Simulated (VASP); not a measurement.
# LiS2 (P1) in VASP: single point with PBE

Aim: the single point of LiS2 with PBE.

Program: VASP 6.6.1. These are calculated values, not measurements. Logs are shortened: lines on timing, memory, paths and dates and some standing lists are left out, and cuts for length are marked.

## (1) The cell of the first run

The typed cell holds 6 atoms: a = 2.582 Å, b = 3.653 Å, c = 16.149 Å, α = 90.38°, β = 89.67°, γ = 135.02°.

## (2) Single point, PBE

Input file INCAR:

```
SYSTEM = LiS2
  ALGO = Normal
  EDIFF = 1E-6
  ENCUT = 520
  GGA = PE
  ISIF = 2
  ISMEAR = 0
  LASPH = .True.
  LCHARG = .False.
  LREAL = .False.
  LWAVE = .False.
  NBANDS = 24
  NELM = 80
  PREC = Accurate
  SIGMA = 0.1
```

Input file KPOINTS:

```
k-points
0
Gamma
  12 12 2
  0 0 0
```

Input file POSCAR:

```
LiS2
1.0
    2.4945592296     -0.6673933933      0.0003237195
   -1.8292345629      3.1623487704     -0.0015915472
    0.0736875675     -0.0728630289     16.1485672100
Li S
2 4
Direct
    0.5392221287      0.7679051117      0.2501452768
    0.4604989895      0.2319625928      0.7498558855
    0.4611852355      0.7289659106      0.6336054704
    0.5392388052      0.2640392469      0.1337907457
    0.4601586701      0.7353003239      0.8661005353
    0.5396961711      0.2718268141      0.3665020863
```

Potentials or basis: VASP PAW PBE potentials, release 64 (Li_sv, S).

Run with:

```
> cat potpaw_PBE.64/Li_sv/POTCAR potpaw_PBE.64/S/POTCAR > POTCAR
> mpirun -np 1 vasp_std > vasp.out
```

OUTCAR:

```text
SYSTEM = LiS2
   EDIFF = 1E-6
   ENCUT = 520
   GGA = PE
   ISIF = 2
   ISMEAR = 0
   LASPH = .True.
   LREAL = .False.
   NELM = 80
   PREC = Accurate

 ion  position               nearest neighbor table
   1  0.539  0.768  0.250-   6 2.62   4 2.62   4 2.62   6 2.62   6 2.62   4 2.62   4 2.62   6 2.62

   2  0.460  0.232  0.750-   5 2.62   3 2.62   5 2.62   3 2.62   3 2.62   3 2.62   5 2.62   5 2.62

   3  0.461  0.729  0.634-   2 2.62   2 2.62   2 2.62   2 2.62
   4  0.539  0.264  0.134-   1 2.62   1 2.62   1 2.62   1 2.62
   5  0.460  0.735  0.866-   2 2.62   2 2.62   2 2.62   2 2.62
   6  0.540  0.272  0.367-   1 2.62   1 2.62   1 2.62   1 2.62

  LATTYP: Found a triclinic cell.
 ALAT       =    16.1488997091
 B/A-ratio  =     0.1599052295
 C/A-ratio  =     0.1598958897
 COS(alpha) =     0.0008136592
 COS(beta)  =     0.0036748680
 COS(gamma) =     0.0056994503

  Lattice vectors:

 A1 = (  -0.0736875675,   0.0728630289, -16.1485672100)
 A2 = (  -2.4945592296,   0.6673933933,  -0.0003237195)
 A3 = (   0.6653246667,   2.4949553771,  -0.0012678277)

Analysis of symmetry for initial positions (statically):
=====================================================================
 Subroutine PRICEL returns:
 Original cell was already a primitive cell.

 Routine SETGRP: Setting up the symmetry group for a
 triclinic supercell.

 Subroutine GETGRP returns: Found  1 space group operations
 (whereof  1 operations were pure point group operations)
 out of a pool of  2 trial point group operations.

The static configuration has the point symmetry C_1 .

Analysis of symmetry for dynamics (positions and initial velocities):
=====================================================================
 Subroutine PRICEL returns:
 Original cell was already a primitive cell.

 Routine SETGRP: Setting up the symmetry group for a
 triclinic supercell.

 Subroutine GETGRP returns: Found  1 space group operations
 (whereof  1 operations were pure point group operations)
 out of a pool of  2 trial point group operations.

The dynamic configuration has the point symmetry C_1 .

 Subroutine INISYM returns: Found  1 space group operations
 (whereof  1 operations are pure point group operations),
 and found     1 'primitive' translations

[... 101 lines left out ...]
   NELM   =     80;   NELMIN=  2; NELMDL= -5     # of ELM steps
   EDIFF  = 0.1E-05   stopping-criterion for ELM
   LREAL  =      F    real-space projection
   EDIFFG = 0.1E-04   stopping-criterion for IOM
   NSW    =      0    number of steps for IOM
   IBRION =     -1    ionic relax: 0-MD 1-quasi-New 2-CG
   NFREE  =      0    steps in history (QN), initial steepest desc. (CG)
   ISIF   =      2    stress and relaxation
   ISYM   =      2    0-nonsym 1-usesym 2-fastsym
   POTIM  = 0.5000    time-step for ionic-motion
   TEBEG  =    0.0;   TEEND  =   0.0 temperature during run
   PSTRESS=    0.0 pullay stress
   NELECT =      30.0000    total number of electrons
   NUPDOWN=      -1.0000    fix difference up-down
   EMIN   =  10.00;   EMAX   =-10.00  energy-range for DOS
   EFERMI =   0.00;   METHOD = LEGACY
   ISMEAR =     0;   SIGMA  =   0.10  broadening in eV -4-tet -1-fermi 0-gaus
   EFERMI_NEDOS =   21; number of points for ismear=-14 and -15
   IALGO  =     38    algorithm
   IMIX   =      4    mixing-type and parameters
     AMIX     =   0.40;   BMIX     =  1.00
     AMIX_MAG =   1.60;   BMIX_MAG =  1.00
  volume/ion in A,a.u.               =      17.95       121.11
  Fermi-wavevector in a.u.,A,eV,Ry     =   1.069241  2.020573 15.555225  1.143277
  Thomas-Fermi vector in A             =   2.204914
   LORBIT       =      0    0 simple, 1 ext, 2 COOP (PROOUT), +10 PAW based schemes
   GGA     = PE    functional components
   LHFCALC =     F    Hartree Fock is set to
   AEXX    =    0.0000 exact exchange contribution
   IVDW    =     0    specifies the selected vdW correction
   LEPSILON=     F    determine dielectric tensor
   LRPA    =     F    only Hartree local field effects (RPA)
 non-spin polarized calculation
 Gauss-broadening in eV      SIGMA  =   0.10
  energy-cutoff  :      520.00
  volume of cell :      107.68
 maximum number of plane-waves:      2926
   NGX =  9   NGY = 13   NGZ = 61

 number of electron      30.0000007 magnetization

 Free energy of the ion-electron system (eV)
  ---------------------------------------------------
  ext. energy  EPLUGINS =         0.00000000
  ---------------------------------------------------
  free energy    TOTEN  =       -21.91529666 eV

  energy without entropy =      -21.91145180  energy(sigma->0) =      -21.91337423

 E-fermi :   3.7177     XC(G=0):  -8.9391

 val. band max:        3.5739332383   @ k =   0.5000   0.1667  -0.0000
 cond. band min:       3.7803112085   @ k =   0.1667  -0.0000  -0.0000
 fundamental gap:      0.2063779702
 Fermi energy:         3.7177141792

 k-point     1 :       0.0000    0.0000    0.0000
  band No.  band energies     occupation
      1     -42.3746      2.00000
      2     -42.3706      2.00000
      3     -11.6119      2.00000
      4     -11.5864      2.00000
      5     -11.4974      2.00000
      6     -11.4702      2.00000
[... 637 lines left out ...]
     23       9.3927      0.00000
     24       9.3967      0.00000

 [... further k-points ...]

------------------------ aborting loop because EDIFF is reached ----------------------------------------

  FORCE on cell =-STRESS in cart. coord.  units (eV):
  Direction    XX          YY          ZZ          XY          YZ          ZX
  --------------------------------------------------------------------------------------
  -------------------------------------------------------------------------------------
  Total       -0.0911148     -0.0963901     -0.0245767      0.0080195     -0.0025451     -0.0038494
  in kB       -1.3557533     -1.4342476     -0.3656924      0.1193266     -0.0378701     -0.0572778
  external PRESSURE =      -1.0518978 kB  Pullay stress =       0.0000000 kB

 VOLUME and BASIS-vectors are now :
 -----------------------------------------------------------------------------
  energy-cutoff  :      520.00
  volume of cell :      107.68
      direct lattice vectors                 reciprocal lattice vectors
     2.494559230 -0.667393393  0.000323719     0.474268323  0.274336134 -0.000926319
    -1.829234563  3.162348770 -0.001591547     0.100091291  0.374118257  0.001231311
     0.073687567 -0.072863029 16.148567210     0.000000357  0.000031372  0.061925138

 POSITION                                       TOTAL-FORCE (eV/Angst)
 -----------------------------------------------------------------------------------
     -0.04112      2.05028      4.03844         0.000183      0.000046      0.000022
      0.77968      0.37158     12.10888         0.000329      0.000215     -0.000122
     -0.13631      1.95129     10.23081         0.000517      0.000328     -0.006344
      0.87203      0.46535      2.16028        -0.000112      0.000696      0.000190
     -0.13332      1.95506     13.98526        -0.000011     -0.000383      0.006561
      0.87608      0.47272      5.91823        -0.000906     -0.000902     -0.000307
 -----------------------------------------------------------------------------------
    total drift:                                0.000021     -0.000001      0.000015

  FREE ENERGIE OF THE ION-ELECTRON SYSTEM (eV)
  ---------------------------------------------------
  free  energy   TOTEN  =       -21.9152966614 eV

  energy  without entropy=      -21.9114518041  energy(sigma->0) =      -21.91337423
```

stdout:

```text
POSCAR found type information on POSCAR LiS
 POSCAR found :  2 types and       6 ions
 scaLAPACK will be used
 LDA part: xc-table for (Slater+PW92), standard interpolation
 POSCAR, INCAR and KPOINTS ok, starting setup
 FFT: planning ... GRIDC
 FFT: planning ... GRID_SOFT
 FFT: planning ... GRID
 WAVECAR not read
 entering main loop
```

Wall time 3.2 min (1 thread of Intel Xeon 6975P-C (Granite Rapids), shared host); peak memory 0.43 GiB.

Results:

```
Free energy            : -21.9153 eV
Largest force          : 0.007 eV/Å
Band gap on the k mesh : zero (bands 15 and 16 overlap by 6.33 eV)
```

Forces in eV/Å, atoms in the order of the input:
```
Li   0.000  0.000  0.000
Li   0.000  0.000  0.000
S    0.001  0.000 -0.006
S    0.000  0.001  0.000
S    0.000  0.000  0.007
S   -0.001 -0.001  0.000
```

Caveat: the cutoff is under 1.25 times the usual one of these potentials, so pressure, stress and relaxed cells hold a basis-set (Pulay) error.
